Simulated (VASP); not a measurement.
# AlFe2C2 (Cmmm) in VASP: single point with r2SCAN

Aim: the single point of AlFe2C2 with r2SCAN.

Program: VASP 6.6.1. These are calculated values, not measurements. Logs are shortened: lines on timing, memory, paths and dates and some standing lists are left out, and cuts for length are marked.

## 1. The cell of the first run

The structure is orthorhombic, space group Cmmm (No. 65). The conventional cell has a = 2.982 Å, b = 11.267 Å, c = 2.933 Å, α = 90.00°, β = 90.00°, γ = 90.00°. Al (site symmetry mmm) has 2 C at 2.48 Å and 8 Fe at 2.67 Å and 4 Al at 2.93 to 2.98 Å within 3.3 Å. Within 2.3 Å of C (site symmetry m2m) lie 2 C at 1.64 Å and 6 Fe at 2.09 to 2.24 Å. Fe (site symmetry m2m) has 6 C at 2.09 to 2.24 Å and 4 Al at 2.67 Å and 2 Fe at 2.74 Å within 2.8 Å.

## 2. Single point, r2SCAN

The input, POSCAR:

```
AlFe2C2
1.0
    2.9815990200      0.0000000000      0.0000000000
    1.4907995100     -5.6337221900      0.0000000000
    0.0000000000      0.0000000000     -2.9326368700
Al C Fe
1 2 2
Direct
    0.0000000000      0.0000000000      0.0000000000
    0.2200000000      0.5600000000      0.0000000000
    0.7800000000      0.4400000000      0.0000000000
    0.3520000000      0.2960000000      0.5000000000
    0.6480000000      0.7040000000      0.5000000000
```

The input, INCAR.step1:

```
SYSTEM = AlFe2C2
  ALGO = Normal
  EDIFF = 1E-4
  ENCUT = 520
  GGA = PE
  ISMEAR = -5
  LASPH = .True.
  LCHARG = .False.
  LMAXMIX = 4
  LREAL = .False.
  LWAVE = .True.
  NBANDS = 22
  NELM = 100
  PREC = Accurate
  SIGMA = 0.1
```

The input, INCAR.step2:

```
SYSTEM = AlFe2C2
  ALGO = Normal
  EDIFF = 1E-6
  ENCUT = 520
  ISIF = 2
  ISMEAR = -1
  ISTART = 1
  LASPH = .True.
  LCHARG = .False.
  LMAXMIX = 4
  LMIXTAU = .True.
  LORBIT = 10
  LREAL = .False.
  LWAVE = .False.
  METAGGA = R2SCAN
  NBANDS = 22
  NELM = 100
  PREC = Accurate
  SIGMA = 0.1
```

The input, KPOINTS:

```
k-points
0
Gamma
  8 8 8
  0 0 0
```

Potentials or basis: VASP PAW PBE potentials, release 64 (Al, C, Fe).

The run is started by

```sh
> cat potpaw_PBE.64/Al/POTCAR potpaw_PBE.64/C/POTCAR potpaw_PBE.64/Fe/POTCAR > POTCAR
> cp INCAR.step1 INCAR
> mpirun -np 1 vasp_std > vasp.out
> cp INCAR.step2 INCAR
> mpirun -np 1 vasp_std > vasp.out
```

OUTCAR:

```text
SYSTEM = AlFe2C2
   EDIFF = 1E-6
   ENCUT = 520
   ISIF = 2
   ISMEAR = -1
   ISTART = 1
   LASPH = .True.
   LORBIT = 10
   LREAL = .False.
   METAGGA = R2SCAN
   NELM = 100
   PREC = Accurate

 ion  position               nearest neighbor table
   1  0.000  0.000  0.000-   2 2.48   3 2.48   4 2.67   5 2.67   4 2.67   5 2.67   5 2.67   5 2.67
                             4 2.67   4 2.67
   2  0.220  0.560  0.000-   3 1.64   3 1.64   4 2.09   4 2.09   5 2.24   5 2.24   5 2.24   5 2.24
                             1 2.48
   3  0.780  0.440  0.000-   2 1.64   2 1.64   5 2.09   5 2.09   4 2.24   4 2.24   4 2.24   4 2.24
                             1 2.48
   4  0.352  0.296  0.500-   2 2.09   2 2.09   3 2.24   3 2.24   3 2.24   3 2.24   1 2.67   1 2.67
                             1 2.67   1 2.67   5 2.74   5 2.74
   5  0.648  0.704  0.500-   3 2.09   3 2.09   2 2.24   2 2.24   2 2.24   2 2.24   1 2.67   1 2.67
                             1 2.67   1 2.67   4 2.74   4 2.74

  LATTYP: Found a base centered orthorhombic cell.
 ALAT       =     2.9815990200
 B/A-ratio  =     3.7789938568
 C/A-ratio  =     0.9835785598

  Lattice vectors:

 A1 = (   1.4907995100,   5.6337221900,   0.0000000000)
 A2 = (   1.4907995100,  -5.6337221900,   0.0000000000)
 A3 = (   0.0000000000,   0.0000000000,  -2.9326368700)

Analysis of symmetry for initial positions (statically):
=====================================================================
 Subroutine PRICEL returns:
 Original cell was already a primitive cell.

 Routine SETGRP: Setting up the symmetry group for a
 base centered orthorhombic supercell.

 Subroutine GETGRP returns: Found  8 space group operations
 (whereof  8 operations were pure point group operations)
 out of a pool of  8 trial point group operations.

The static configuration has the point symmetry D_2h.

Analysis of symmetry for dynamics (positions and initial velocities):
=====================================================================
 Subroutine PRICEL returns:
 Original cell was already a primitive cell.

 Routine SETGRP: Setting up the symmetry group for a
 base centered orthorhombic supercell.

 Subroutine GETGRP returns: Found  8 space group operations
 (whereof  8 operations were pure point group operations)
 out of a pool of  8 trial point group operations.

The dynamic configuration has the point symmetry D_2h.

 Subroutine INISYM returns: Found  8 space group operations
[... 113 lines left out ...]
   PSTRESS=    0.0 pullay stress
   NELECT =      27.0000    total number of electrons
   NUPDOWN=      -1.0000    fix difference up-down
   EMIN   =  10.00;   EMAX   =-10.00  energy-range for DOS
   EFERMI =   0.00;   METHOD = LEGACY
   ISMEAR =    -1;   SIGMA  =   0.10  broadening in eV -4-tet -1-fermi 0-gaus
   EFERMI_NEDOS =   21; number of points for ismear=-14 and -15
   IALGO  =     38    algorithm
   IMIX   =      4    mixing-type and parameters
     AMIX     =   0.40;   BMIX     =  1.00
     AMIX_MAG =   1.60;   BMIX_MAG =  1.00
  volume/ion in A,a.u.               =       9.85        66.49
  Fermi-wavevector in a.u.,A,eV,Ry     =   1.339764  2.531788 24.422031  1.794969
  Thomas-Fermi vector in A             =   2.468130
   LORBIT       =     10    0 simple, 1 ext, 2 COOP (PROOUT), +10 PAW based schemes
   METAGGA = R2SCAN    functional components
   LHFCALC =     F    Hartree Fock is set to
   AEXX    =    0.0000 exact exchange contribution
   IVDW    =     0    specifies the selected vdW correction
   LEPSILON=     F    determine dielectric tensor
   LRPA    =     F    only Hartree local field effects (RPA)
 non-spin polarized calculation
  energy-cutoff  :      520.00
  volume of cell :       49.26
 maximum number of plane-waves:      1347
 NGX is ok and might be reduce to    24

 number of electron      26.9999993 magnetization

 Free energy of the ion-electron system (eV)
  ---------------------------------------------------
  ext. energy  EPLUGINS =         0.00000000
  ---------------------------------------------------
  free energy    TOTEN  =       -50.10383089 eV

  energy without entropy =      -49.91181571  energy(sigma->0) =      -50.00782330

 E-fermi :   8.3142     XC(G=0): -13.3550

 val. band max:        8.3126202976   @ k =   0.1250   0.0000   0.3750
 cond. band min:       8.3170137512   @ k =  -0.1250   0.1250   0.5000
 fundamental gap:      0.0043934536
 Fermi energy:         8.3142363274

 k-point     1 :       0.0000    0.0000    0.0000
  band No.  band energies     occupation
      1     -10.6448      2.00000
      2      -2.2380      2.00000
      3      -0.8646      2.00000
      4      -0.0374      2.00000
      5       2.1738      2.00000
      6       3.9830      2.00000
[... 589 lines left out ...]
     21      15.3517      0.00000
     22      16.3559      0.00000

 [... further k-points ...]

------------------------ aborting loop because EDIFF is reached ----------------------------------------

  FORCE on cell =-STRESS in cart. coord.  units (eV):
  Direction    XX          YY          ZZ          XY          YZ          ZX
  --------------------------------------------------------------------------------------
  -------------------------------------------------------------------------------------
  Total      -11.0540312     -5.9536838     -5.7865761     -0.0000000      0.0000000      0.0000000
  in kB     -359.5243518   -193.6392522   -188.2041934     -0.0000000      0.0000000      0.0000000
  external PRESSURE =    -247.1225991 kB  Pullay stress =       0.0000000 kB

 VOLUME and BASIS-vectors are now :
 -----------------------------------------------------------------------------
  energy-cutoff  :      520.00
  volume of cell :       49.26
      direct lattice vectors                 reciprocal lattice vectors
     2.981599020  0.000000000  0.000000000     0.335390505  0.088751270  0.000000000
     1.490799510 -5.633722190  0.000000000     0.000000000 -0.177502540  0.000000000
     0.000000000  0.000000000 -2.932636870     0.000000000  0.000000000 -0.340990052

 POSITION                                       TOTAL-FORCE (eV/Angst)
 -----------------------------------------------------------------------------------
      0.00000      0.00000      0.00000         0.000000      0.000000      0.000000
      1.49080     -3.15488      0.00000        -0.000000     -0.841321      0.000000
      2.98160     -2.47884      0.00000        -0.000000      0.841321     -0.000000
      1.49080     -1.66758     -1.46632        -0.000000     -0.588262      0.000000
      2.98160     -3.96614     -1.46632        -0.000000      0.588262     -0.000000
 -----------------------------------------------------------------------------------
    total drift:                                0.000000     -0.000000     -0.000000

  FREE ENERGIE OF THE ION-ELECTRON SYSTEM (eV)
  ---------------------------------------------------
  free  energy   TOTEN  =       -50.1038308860 eV

  energy  without entropy=      -49.9118157105  energy(sigma->0) =      -50.00782330

 total charge

# of ion       s       p       d       tot
------------------------------------------
    1        0.354   0.373   0.000   0.726
    2        0.830   1.475   0.000   2.305
    3        0.830   1.475   0.000   2.305
    4        0.334   0.491   6.557   7.382
    5        0.334   0.491   6.557   7.382
--------------------------------------------------
tot          2.681   4.305  13.114  20.100
```

OSZICAR.step1:

```text
N       E                     dE             d eps       ncg     rms          rms(c)
DAV:   1     0.176096585361E+03    0.17610E+03   -0.11210E+04  4620   0.129E+03
DAV:   2    -0.210585488958E+02   -0.19716E+03   -0.18535E+03  4644   0.299E+02
DAV:   3    -0.385556514553E+02   -0.17497E+02   -0.15984E+02  6250   0.948E+01
DAV:   4    -0.395449552034E+02   -0.98930E+00   -0.97739E+00  5952   0.230E+01
DAV:   5    -0.395789932989E+02   -0.34038E-01   -0.33798E-01  6102   0.406E+00    0.243E+01
DAV:   6    -0.520435155878E+02   -0.12465E+02   -0.13416E+02  6422   0.152E+02    0.419E+01
DAV:   7    -0.344529131900E+02    0.17591E+02   -0.57913E+01  5476   0.117E+02    0.441E+00
DAV:   8    -0.346608660955E+02   -0.20795E+00   -0.45535E+00  6334   0.136E+01    0.269E+00
DAV:   9    -0.346390683063E+02    0.21798E-01   -0.17759E-01  6718   0.386E+00    0.679E-01
DAV:  10    -0.346368277274E+02    0.22406E-02   -0.11455E-02  7270   0.908E-01    0.186E-01
DAV:  11    -0.346367362617E+02    0.91466E-04   -0.10420E-03  5426   0.252E-01    0.574E-02
DAV:  12    -0.346367212310E+02    0.15031E-04   -0.58144E-05  3252   0.104E-01
   1 F= -.34636721E+02 E0= -.34636721E+02  d E =0.000000E+00
```

It took 4.2 min on 1 thread of Intel Xeon Platinum 8488C (Sapphire Rapids), shared host; peak memory 0.25 GiB.

Results:

- Free energy: -50.1038 eV
- Pressure: -24.7 GPa
- Largest force: 0.841 eV/Å
- Band gap on the k mesh: zero (an odd number of electrons rules out a gap without spin polarisation)
- Valence electrons inside the program's atomic spheres: Al 0.73; C 2.31; Fe 7.38

Forces in eV/Å, atoms in the order of the input:
```
Al   0.000  0.000  0.000
C    0.000 -0.841  0.000
C    0.000  0.841  0.000
Fe   0.000 -0.588  0.000
Fe   0.000  0.588  0.000
```

Stress tensor (GPa, compression positive):
```
-35.95   0.00   0.00
  0.00 -19.36   0.00
  0.00   0.00 -18.82
```

Levels at points of the mesh, in eV from the Fermi level:
```
           k point  band 10  band 11  band 12  band 13  band 14  band 15  band 16  band 17  band 18  band 19
(0.00, 0.00, 0.00)    -0.82    -0.73    -0.67    -0.55    -0.43     0.56     1.87     2.48     2.74     3.36
(0.50, 0.00, 0.00)    -0.97    -0.88    -0.76    -0.50    -0.35    -0.01     1.43     2.77     2.88     3.12
(0.00, 0.50, 0.00)    -1.01    -0.84    -0.52    -0.40    -0.25     0.66     1.02     1.93     3.33     4.81
(0.00, 0.00, 0.50)    -1.52    -1.50    -0.51    -0.36    -0.26     0.28     1.01     1.21     1.83     2.25
(0.50, 0.00, 0.50)    -1.18    -1.06    -0.32    -0.14     0.14     1.33     1.34     2.28     2.61     2.99
(0.00, 0.50, 0.50)    -1.68    -1.57    -1.22    -0.54    -0.27     0.05     0.22     1.52     3.74     4.26
```

Caveat: the cell stands under tension; the PAW data sets were made with another functional, which shifts forces and pressure a little; the run has no spin polarisation, though such a crystal can be magnetic. Spin polarisation is off, so any magnetic state and its effect on volume and gap are missing.
